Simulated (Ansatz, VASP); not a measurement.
# Two plane-wave programs on LiF

The input INCAR:

```
PREC = Accurate
ENCUT = 520
EDIFF = 1E-6
ISMEAR = 0
SIGMA = 0.02
LREAL = F
LASPH = T
NELM = 100
ALGO = Normal
ISIF = 2
LWAVE = F
LCHARG = T
GGA = PE
LELF = T
LVHAR = T
NBANDS = 12
```

Contents of KPOINTS:

```
regular mesh
0
Gamma
  10 10 10
```

POSCAR

```
LiF
1.0
    0.0000000000      1.9710498764      1.9710498764
    1.9710498764      0.0000000000      1.9710498764
    1.9710498764      1.9710498764      0.0000000000
Li F
1 1
Direct
    0.5000000000      0.5000000000      0.5000000000
    0.0000000000      0.0000000000      0.0000000000
```

Input for Ansatz:

```yaml
crystal:
  lattice:
    - [0.0, 1.9710498764, 1.9710498764]
    - [1.9710498764, 0.0, 1.9710498764]
    - [1.9710498764, 1.9710498764, 0.0]
  atoms:
    - { symbol: Li, position: [0.5, 0.5, 0.5] }
    - { symbol: F, position: [0.0, 0.0, 0.0] }
basis:
  ecutwfc: 420
kpoints:
  mp_grid: { grid: [10, 10, 10] }
hamiltonian:
  xc: pbe
scf:
  occupations: { method: gaussian, width: 0.02 }
output:
  forces: true
  stress: true
  eigenvalues: true
  write_density: true
  write_potential: true
  elf: true
  volumetric_format: npy
```

Alike in both runs: task single point; functional PBE; k mesh 10 × 10 × 10; occupations gaussian, width 0.02 eV; no spin polarisation.

|  | VASP | Ansatz |
| --- | --- | --- |
| version | VASP 6.6.1 | Ansatz 0.2.0 |
| potentials or method | VASP PAW PBE potentials, release 64 (Li_sv, F), cutoff 520 eV | scalar-relativistic, plane waves, PAW |
| valence electrons in the cell | 10 | 10 |

|  | VASP | Ansatz | Ansatz less VASP |
| --- | --- | --- | --- |
| gap on the k mesh at the Fermi level (eV) | 9.69 | 9.69 | -0.002 |
| least direct gap on the mesh (eV) | 9.69 | 9.69 | -0.002 |

Noted on VASP's run: the cutoff is short for stress, so the pressure is rough.
